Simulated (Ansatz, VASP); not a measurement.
**TiPd: VASP beside Ansatz**

```xyz
2
Lattice="3.1164 0.0000 0.0000 0.0000 3.1164 0.0000 0.0000 0.0000 3.1800" Properties=species:S:1:pos:R:3 pbc="T T T"
Ti    1.5582    1.5582    1.5900
Pd    0.0000    0.0000    0.0000
```

Change from the starting cell: equal xx and yy strain of -2 %, crystal datasets.

Alike in both runs: task electric field gradients; functional PBEsol; k mesh 13 × 13 × 13; occupations fermi-dirac, width 0.08 eV; no spin polarisation.

|  | VASP | Ansatz |
| --- | --- | --- |
| version | VASP 6.6.1 | Ansatz 0.2.0 |
| potentials or method | VASP PAW PBE potentials, release 64 (Ti_sv, Pd), cutoff 520 eV | all-electron PAW with datasets made for the crystal, scalar-relativistic |

|  | VASP | Ansatz | Ansatz less VASP |
| --- | --- | --- | --- |
| pressure (GPa) | -0.8 | -0.7 | +0.08 |
| traceless stress, the component that is largest in VASP (GPa) | 0.50 | 0.49 | -0.006 |
| size of Vzz on the site where it differs most (V/Å²) | 0.4 | 0.7 | +0.36 |

VASP's potentials were made for PBE, not for PBEsol. Ansatz ran all-electron here, and VASP with PAW potentials.
